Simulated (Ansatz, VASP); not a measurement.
**B: VASP beside Ansatz**

The input INCAR:

```
PREC = Accurate ; ENCUT = 520
EDIFF = 1E-7 ; ISMEAR = -1
SIGMA = 0.08 ; LREAL = False
LASPH = True ; NELM = 60
ALGO = Normal ; ISIF = 2
LWAVE = False ; LCHARG = True
GGA = PE ; LELF = True
LVHAR = True ; NBANDS = 8
```

The input KPOINTS:

```
regular mesh
0
Gamma
  18 18 18
```

The input POSCAR:

```
B
1.0
   -1.1382066809      1.1382066809      1.1382066809
    1.1382066809     -1.1382066809      1.1382066809
    1.1382066809      1.1382066809     -1.1382066809
B
1
Direct
    0.0000000000      0.0000000000      0.0000000000
```

Input for Ansatz:

```yaml
crystal:
  lattice:
    - [-1.1382066809, 1.1382066809, 1.1382066809]
    - [1.1382066809, -1.1382066809, 1.1382066809]
    - [1.1382066809, 1.1382066809, -1.1382066809]
  atoms:
    - { symbol: B, position: [0.0, 0.0, 0.0] }
kpoints:
  mp_grid: { grid: [18, 18, 18] }
scf:
  occupations: { method: fermi_dirac, width: 0.08 }
hamiltonian:
  xc: pbe
  pseudopotentials: { kind: all_electron, lapw: { basis_error: 0.00025 } }
output:
  forces: true
  stress: true
  eigenvalues: true
```

Change from the starting cell: volume scaled by 0.96.

Alike in both runs: task single point; functional PBE; k mesh 18 × 18 × 18; occupations fermi-dirac, width 0.08 eV; no spin polarisation.

```csv
,VASP,Ansatz
version,VASP 6.6.1,Ansatz 0.2.0
potentials or method,"VASP PAW PBE potentials, release 64 (B), cutoff 520 eV","all-electron LAPW, scalar-relativistic"
```

|  | VASP | Ansatz | Ansatz less VASP |
| --- | --- | --- | --- |
| pressure (GPa) | 10.2 | 10.3 | +0.03 |

Ansatz ran all-electron here, and VASP with PAW potentials.
